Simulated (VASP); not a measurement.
# Pt3Pb (R-3m) in VASP: further runs, part 2 of 3

VASP 6.6.1. Earlier steps stand in the parts before.

## 3. Electric field gradients, LDA (equal xy, yz and zx shear strains of -1 %)

INCAR

```
SYSTEM = Pt3Pb
  ALGO = Normal
  EDIFF = 1E-8
  ENCUT = 520
  ISIF = 2
  ISMEAR = -1
  LASPH = .TRUE.
  LCHARG = .FALSE.
  LEFG = .TRUE.
  LREAL = .FALSE.
  LWAVE = .FALSE.
  NBANDS = 30
  NELM = 60
  PREC = Accurate
  SIGMA = 0.03
```

KPOINTS

```
k-points
0
G
  9 9 9
  0 0 0
```

POSCAR

```
Pt3Pb
1.0
    4.0580000000     -0.0202900000     -0.0202900000
   -0.0202900000      4.0580000000     -0.0202900000
   -0.0202900000     -0.0202900000      4.0580000000
Pt Pb
3 1
Direct
    0.0000000000      0.5000000000      0.5000000000
    0.5000000000      0.0000000000      0.5000000000
    0.5000000000      0.5000000000      0.0000000000
    0.0000000000      0.0000000000      0.0000000000
```

Potentials or basis: VASP PAW LDA potentials, release 64 (Pt, Pb_d).

Started as:

```
cat potpaw_LDA.64/Pt/POTCAR potpaw_LDA.64/Pb_d/POTCAR > POTCAR
mpirun -np 1 vasp_std > vasp.out
```

OUTCAR:

```text
SYSTEM = Pt3Pb
   EDIFF = 1E-8
   ENCUT = 520
   ISIF = 2
   ISMEAR = -1
   LASPH = .TRUE.
   LREAL = .FALSE.
   NELM = 60
   PREC = Accurate

 ion  position               nearest neighbor table
   1  0.000  0.500  0.500-   2 2.86   3 2.86   4 2.86   4 2.86   3 2.86   2 2.86   4 2.88   3 2.88
                             2 2.88   3 2.88   4 2.88   2 2.88
   2  0.500  0.000  0.500-   1 2.86   3 2.86   4 2.86   3 2.86   4 2.86   1 2.86   3 2.88   3 2.88
                             1 2.88   4 2.88   4 2.88   1 2.88
   3  0.500  0.500  0.000-   1 2.86   2 2.86   4 2.86   2 2.86   1 2.86   4 2.86   4 2.88   1 2.88
                             1 2.88   4 2.88   2 2.88   2 2.88
   4  0.000  0.000  0.000-   1 2.86   2 2.86   3 2.86   1 2.86   2 2.86   3 2.86   3 2.88   1 2.88
                             2 2.88   3 2.88   2 2.88   1 2.88

  LATTYP: Found a trigonal (rhomboedric) cell.
 ALAT       =     4.0581014487
 COS(alpha) =    -0.0099745013

  Lattice vectors:

 A1 = (   4.0580000000,  -0.0202900000,  -0.0202900000)
 A2 = (  -0.0202900000,   4.0580000000,  -0.0202900000)
 A3 = (  -0.0202900000,  -0.0202900000,   4.0580000000)

Analysis of symmetry for initial positions (statically):
=====================================================================
 Subroutine PRICEL returns:
 Original cell was already a primitive cell.

 Routine SETGRP: Setting up the symmetry group for a
 trigonal (rhombohedral) supercell.

 Subroutine GETGRP returns: Found 12 space group operations
 (whereof 12 operations were pure point group operations)
 out of a pool of 12 trial point group operations.

The static configuration has the point symmetry D_3d.

Analysis of symmetry for dynamics (positions and initial velocities):
=====================================================================
 Subroutine PRICEL returns:
 Original cell was already a primitive cell.

[... 965 lines left out ...]
  -------------------------------------------------------------------------------------
  Total       -0.9125212     -0.9125212     -0.9125212      0.2463768      0.2463768      0.2463768
  in kB      -21.8801402    -21.8801402    -21.8801402      5.9075433      5.9075433      5.9075433
  external PRESSURE =     -21.8801402 kB  Pullay stress =       0.0000000 kB

 VOLUME and BASIS-vectors are now :
 -----------------------------------------------------------------------------
  energy-cutoff  :      520.00
  volume of cell :       66.82
      direct lattice vectors                 reciprocal lattice vectors
     4.058000000 -0.020290000 -0.020290000     0.246439195  0.001238388  0.001238388
    -0.020290000  4.058000000 -0.020290000     0.001238388  0.246439195  0.001238388
    -0.020290000 -0.020290000  4.058000000     0.001238388  0.001238388  0.246439195

 POSITION                                       TOTAL-FORCE (eV/Angst)
 -----------------------------------------------------------------------------------
     -0.02029      2.01885      2.01885        -0.000000      0.000000      0.000000
      2.01885     -0.02029      2.01885        -0.000000     -0.000000     -0.000000
      2.01885      2.01885     -0.02029         0.000000     -0.000000     -0.000000
      0.00000      0.00000      0.00000         0.000000      0.000000     -0.000000
 -----------------------------------------------------------------------------------
    total drift:                                0.000000      0.000000     -0.000000

  FREE ENERGIE OF THE ION-ELECTRON SYSTEM (eV)
  ---------------------------------------------------
  free  energy   TOTEN  =       -27.1261023480 eV

  energy  without entropy=      -27.1237526147  energy(sigma->0) =      -27.12492748

 Electric field gradients (V/A^2)
---------------------------------------------------------------------
 ion       V_xx      V_yy      V_zz      V_xy      V_xz      V_yz
---------------------------------------------------------------------
   1    -146.952    73.476    73.476   -11.710   -11.710    -4.276
   2      73.476  -146.952    73.476   -11.710    -4.276   -11.710
   3      73.476    73.476  -146.952    -4.276   -11.710   -11.710
   4      -0.000    -0.000     0.000   -16.990   -16.990   -16.990
---------------------------------------------------------------------

 Electric field gradients after diagonalization (V/A^2)
 (convention: |V_zz| > |V_xx| > |V_yy|)
----------------------------------------------------------------------
 ion       V_xx      V_yy      V_zz     asymmetry (V_yy - V_xx)/ V_zz
----------------------------------------------------------------------
   1      77.752    70.462  -148.213       0.049
   2      77.752    70.462  -148.213       0.049
   3      77.752    70.462  -148.213       0.049
   4      16.990    16.990   -33.981       0.000
----------------------------------------------------------------------

           NMR quadrupolar parameters

 Cq : quadrupolar parameter    Cq=e*Q*V_zz/h
 eta: asymmetry parameters     (V_yy - V_xx)/ V_zz
 Q  : nuclear electric quadrupole moment in mb (millibarn)
----------------------------------------------------------------------
 ion       Cq(MHz)       eta       Q (mb)
----------------------------------------------------------------------
   1      -0.358       0.049       1.000
   2      -0.358       0.049       1.000
   3      -0.358       0.049       1.000
   4      -0.082       0.000       1.000
----------------------------------------------------------------------
```

OSZICAR:

```text
N       E                     dE             d eps       ncg     rms          rms(c)
DAV:   1     0.407651765206E+03    0.40765E+03   -0.21345E+04  5114   0.166E+03
DAV:   2     0.433529766232E+01   -0.40332E+03   -0.37983E+03  5486   0.428E+02
DAV:   3    -0.270751024265E+02   -0.31410E+02   -0.30007E+02  5828   0.120E+02
DAV:   4    -0.280002158173E+02   -0.92511E+00   -0.92143E+00  5904   0.196E+01
DAV:   5    -0.280329350622E+02   -0.32719E-01   -0.32714E-01  7018   0.407E+00    0.169E+01
DAV:   6    -0.272468842281E+02    0.78605E+00   -0.18521E+00  5796   0.922E+00    0.866E+00
DAV:   7    -0.271390560455E+02    0.10783E+00   -0.14019E-01  7070   0.428E+00    0.345E+00
DAV:   8    -0.271273920667E+02    0.11664E-01   -0.20446E-02  7128   0.102E+00    0.320E-01
DAV:   9    -0.271261077375E+02    0.12843E-02   -0.60659E-03  6844   0.970E-01    0.386E-02
DAV:  10    -0.271261038760E+02    0.38614E-05   -0.19728E-04  7242   0.187E-01    0.135E-02
DAV:  11    -0.271261023173E+02    0.15588E-05   -0.83833E-06  7320   0.246E-02    0.338E-03
DAV:  12    -0.271261023507E+02   -0.33429E-07   -0.80970E-07  6132   0.749E-03    0.147E-03
DAV:  13    -0.271261023480E+02    0.27003E-08   -0.28411E-08  4698   0.184E-03
   1 F= -.27126102E+02 E0= -.27124927E+02  d E =-.234973E-02
```

stdout:

```text
POSCAR found type information on POSCAR PtPb
 POSCAR found :  2 types and       4 ions
 scaLAPACK will be used
 LDA part: xc-table for (Slater(with rela. corr.)+CA(PZ))
 , standard interpolation
 POSCAR, INCAR and KPOINTS ok, starting setup
 FFT: planning ... GRIDC
 FFT: planning ... GRID_SOFT
 FFT: planning ... GRID
 WAVECAR not read
 entering main loop
ion   1
     0.0000674    -0.1178556    -0.1229083     1.0765446    -0.1178556    -1.8646299
     0.0000928    -0.1178556    -0.1229083     1.0765446    -0.1178556    -1.8646299
     0.0001278    -0.1178556    -0.1229083     1.0765446    -0.1178556    -1.8646299
     0.0001760    -0.1178556    -0.1229083     1.0765445    -0.1178556    -1.8646298

     0.0000674    10.7268806     3.9599439   -57.6855237    10.7268806    99.9142579
     0.0000928    10.7181499     3.9556017   -57.6185087    10.7181499    99.7981846
     0.0001278    10.7048681     3.9490196   -57.5149655    10.7048681    99.6188425
     0.0001760    10.6847489     3.9390854   -57.3556808    10.6847489    99.3429532

ion   2
     0.0000674    -0.1178556    -0.1178556     1.0765446    -0.1229083     1.8646299
     0.0000928    -0.1178556    -0.1178556     1.0765446    -0.1229083     1.8646299
     0.0001278    -0.1178556    -0.1178556     1.0765446    -0.1229083     1.8646299
     0.0001760    -0.1178556    -0.1178556     1.0765445    -0.1229083     1.8646298

     0.0000674    10.7268806    10.7268806   -57.6855237     3.9599439   -99.9142579
     0.0000928    10.7181499    10.7181499   -57.6185087     3.9556017   -99.7981846
     0.0001278    10.7048681    10.7048681   -57.5149655     3.9490196   -99.6188425
     0.0001760    10.6847489    10.6847489   -57.3556808     3.9390854   -99.3429532

ion   3

ion   4
```

It took 50 s on 1 thread of AMD EPYC 9R45 (Zen 5), shared host; peak memory 0.23 GiB.

Results:

| Property | Result |
| --- | --- |
| Free energy | -27.1261 eV |
| Pressure | -2.2 GPa |
| Band gap on the k mesh | zero (bands 22 and 23 overlap by 0.38 eV) |
| Largest electric field gradient by atom | Pt -148.2; Pb -34.0 V/Å² |

Levels at points of the mesh, in eV from the Fermi level:
```tsv
k point	band 18	band 19	band 20	band 21	band 22	band 23	band 24	band 25	band 26	band 27
(0.00, 0.00, 0.00)	-1.06	-1.01	-1.01	-0.43	0.08	0.08	0.10	1.55	6.13	6.13
```

Electric field gradients, principal values (V/Å²):
```
atom   least  middle  greatest (by size)
1 Pt  70.462  77.752            -148.213
2 Pt  70.462  77.752            -148.213
3 Pt  70.462  77.752            -148.213
4 Pb  16.990  16.990             -33.981
```

Caveat: the cell differs from its parent crystal (equal xy, yz and zx shear strains of -1 %); without QUAD_EFG the Cq values of the log hold for a quadrupole moment of 1 mb, not for the nuclei; spin-orbit coupling is left out, which moves the levels of the heavy elements.

## 4. Electric field gradients, LDA (equal xy, yz and zx shear strains of +1 %)

INCAR

```
ALGO = Normal
EDIFF = 1E-8
ENCUT = 520
ISIF = 2
ISMEAR = -1
LASPH = True
LCHARG = False
LEFG = True
LREAL = False
LWAVE = False
NBANDS = 30
NELM = 80
PREC = Accurate
SIGMA = 0.03
```

KPOINTS

```
k-points
0
Gamma
  9 9 9
```

POSCAR

```
Pt3Pb
1.0
    4.0580000000      0.0202900000      0.0202900000
    0.0202900000      4.0580000000      0.0202900000
    0.0202900000      0.0202900000      4.0580000000
Pt Pb
3 1
Direct
    0.0000000000      0.5000000000      0.5000000000
    0.5000000000      0.0000000000      0.5000000000
    0.5000000000      0.5000000000      0.0000000000
    0.0000000000      0.0000000000      0.0000000000
```

Potentials or basis: VASP PAW LDA potentials, release 64 (Pt, Pb_d).

Started as:

```
cat potpaw_LDA.64/Pt/POTCAR potpaw_LDA.64/Pb_d/POTCAR > POTCAR
mpirun -np 1 vasp_std > vasp.out
```

OUTCAR:

```text
EDIFF = 1E-8
   ENCUT = 520
   ISIF = 2
   ISMEAR = -1
   LASPH = True
   LREAL = False
   NELM = 80
   PREC = Accurate

 ion  position               nearest neighbor table
   1  0.000  0.500  0.500-   3 2.86   4 2.86   2 2.86   4 2.86   2 2.86   3 2.86   2 2.88   2 2.88
                             3 2.88   4 2.88   3 2.88   4 2.88
   2  0.500  0.000  0.500-   3 2.86   4 2.86   1 2.86   3 2.86   1 2.86   4 2.86   1 2.88   1 2.88
                             3 2.88   4 2.88   4 2.88   3 2.88
   3  0.500  0.500  0.000-   1 2.86   2 2.86   2 2.86   4 2.86   1 2.86   4 2.86   4 2.88   4 2.88
                             2 2.88   1 2.88   1 2.88   2 2.88
   4  0.000  0.000  0.000-   1 2.86   2 2.86   1 2.86   3 2.86   2 2.86   3 2.86   3 2.88   3 2.88
                             2 2.88   1 2.88   2 2.88   1 2.88

  LATTYP: Found a trigonal (rhomboedric) cell.
 ALAT       =     4.0581014487
 COS(alpha) =     0.0100244988

  Lattice vectors:
[... 1023 lines left out ...]
   2      73.446  -146.892    73.446    11.724     4.338    11.724
   3      73.446    73.446  -146.892     4.338    11.724    11.724
   4       0.000     0.000     0.000    17.633    17.633    17.633
---------------------------------------------------------------------

 Electric field gradients after diagonalization (V/A^2)
 (convention: |V_zz| > |V_xx| > |V_yy|)
----------------------------------------------------------------------
 ion       V_xx      V_yy      V_zz     asymmetry (V_yy - V_xx)/ V_zz
----------------------------------------------------------------------
   1      79.002    69.108  -148.109       0.067
   2      79.002    69.108  -148.109       0.067
   3      79.002    69.108  -148.109       0.067
   4     -17.633   -17.633    35.266       0.000
----------------------------------------------------------------------

           NMR quadrupolar parameters

 Cq : quadrupolar parameter    Cq=e*Q*V_zz/h
 eta: asymmetry parameters     (V_yy - V_xx)/ V_zz
 Q  : nuclear electric quadrupole moment in mb (millibarn)
----------------------------------------------------------------------
 ion       Cq(MHz)       eta       Q (mb)
----------------------------------------------------------------------
   1      -0.358       0.067       1.000
   2      -0.358       0.067       1.000
   3      -0.358       0.067       1.000
   4       0.085       0.000       1.000
----------------------------------------------------------------------
```

OSZICAR:

```text
N       E                     dE             d eps       ncg     rms          rms(c)
DAV:   1     0.407790432741E+03    0.40779E+03   -0.21360E+04  5108   0.166E+03
DAV:   2     0.428680131267E+01   -0.40350E+03   -0.37958E+03  5480   0.428E+02
DAV:   3    -0.270694579487E+02   -0.31356E+02   -0.30023E+02  5848   0.120E+02
DAV:   4    -0.279989209494E+02   -0.92946E+00   -0.92609E+00  5842   0.197E+01
DAV:   5    -0.280329392908E+02   -0.34018E-01   -0.34013E-01  7110   0.412E+00    0.169E+01
DAV:   6    -0.272468344431E+02    0.78610E+00   -0.18511E+00  5760   0.922E+00    0.866E+00
DAV:   7    -0.271389787280E+02    0.10786E+00   -0.13987E-01  7058   0.428E+00    0.345E+00
DAV:   8    -0.271273128125E+02    0.11666E-01   -0.20455E-02  7116   0.102E+00    0.320E-01
DAV:   9    -0.271260284651E+02    0.12843E-02   -0.60689E-03  6860   0.970E-01    0.387E-02
DAV:  10    -0.271260246368E+02    0.38282E-05   -0.19695E-04  7206   0.186E-01    0.136E-02
DAV:  11    -0.271260230846E+02    0.15523E-05   -0.84154E-06  7382   0.245E-02    0.340E-03
DAV:  12    -0.271260231183E+02   -0.33710E-07   -0.81390E-07  6050   0.753E-03    0.147E-03
DAV:  13    -0.271260231152E+02    0.30304E-08   -0.29268E-08  4828   0.186E-03
   1 F= -.27126023E+02 E0= -.27124838E+02  d E =-.237027E-02
```

stdout:

```text
POSCAR found type information on POSCAR PtPb
 POSCAR found :  2 types and       4 ions
 scaLAPACK will be used
 LDA part: xc-table for (Slater(with rela. corr.)+CA(PZ))
 , standard interpolation
 POSCAR, INCAR and KPOINTS ok, starting setup
 FFT: planning ... GRIDC
 FFT: planning ... GRID_SOFT
 FFT: planning ... GRID
 WAVECAR not read
 entering main loop
ion   1
     0.0000674     0.1236549     0.1336713     1.0771695     0.1236549    -1.8657123
     0.0000928     0.1236549     0.1336713     1.0771695     0.1236549    -1.8657123
     0.0001278     0.1236549     0.1336713     1.0771695     0.1236549    -1.8657123
     0.0001760     0.1236549     0.1336713     1.0771695     0.1236549    -1.8657123

     0.0000674   -10.7408752    -4.0166299   -57.6618616   -10.7408752    99.8732739
     0.0000928   -10.7320626    -4.0120552   -57.5948535   -10.7320626    99.7572124
     0.0001278   -10.7186584    -4.0051164   -57.4913208   -10.7186584    99.5778887
     0.0001760   -10.6983571    -3.9946373   -57.3320523   -10.6983571    99.3020275

ion   2
     0.0000674     0.1236549     0.1236549     1.0771695     0.1336713     1.8657123
     0.0000928     0.1236549     0.1236549     1.0771695     0.1336713     1.8657123
     0.0001278     0.1236549     0.1236549     1.0771695     0.1336713     1.8657123
     0.0001760     0.1236549     0.1236549     1.0771695     0.1336713     1.8657123

     0.0000674   -10.7408752   -10.7408752   -57.6618616    -4.0166299   -99.8732739
     0.0000928   -10.7320626   -10.7320626   -57.5948535    -4.0120552   -99.7572124
     0.0001278   -10.7186584   -10.7186584   -57.4913208    -4.0051164   -99.5778887
     0.0001760   -10.6983571   -10.6983571   -57.3320523    -3.9946373   -99.3020275

ion   3

ion   4
```

It took 50 s on 1 thread of AMD EPYC 9R45 (Zen 5), shared host; peak memory 0.23 GiB.

Results:

```yaml
Free_energy: -27.1260 eV
Pressure: -2.2 GPa
Band_gap_on_the_k_mesh: zero (bands 22 and 23 overlap by 0.40 eV)
Largest_electric_field_gradient_by_atom: Pt -148.1; Pb +35.3 V/Å²
```

Stress tensor (GPa, compression positive):
```
-2.19 -0.62 -0.62
-0.62 -2.19 -0.62
-0.62 -0.62 -2.19
```

Levels at points of the mesh, in eV from the Fermi level:
```csv
k point,band 18,band 19,band 20,band 21,band 22,band 23,band 24,band 25,band 26,band 27
"(0.00, 0.00, 0.00)",-1.04,-1.04,-0.99,-0.43,0.09,0.09,0.09,1.56,6.13,6.13
```

Electric field gradients, principal values (V/Å²):
| atom | least | middle | greatest (by size) |
| --- | --- | --- | --- |
| 1 Pt | 69.108 | 79.002 | -148.109 |
| 2 Pt | 69.108 | 79.002 | -148.109 |
| 3 Pt | 69.108 | 79.002 | -148.109 |
| 4 Pb | -17.633 | -17.633 | 35.266 |

Caveat: the cell differs from its parent crystal (equal xy, yz and zx shear strains of +1 %); without QUAD_EFG the Cq values of the log hold for a quadrupole moment of 1 mb, not for the nuclei; spin-orbit coupling is left out, which moves the levels of the heavy elements.

(Part 2 of 3 ends here.)
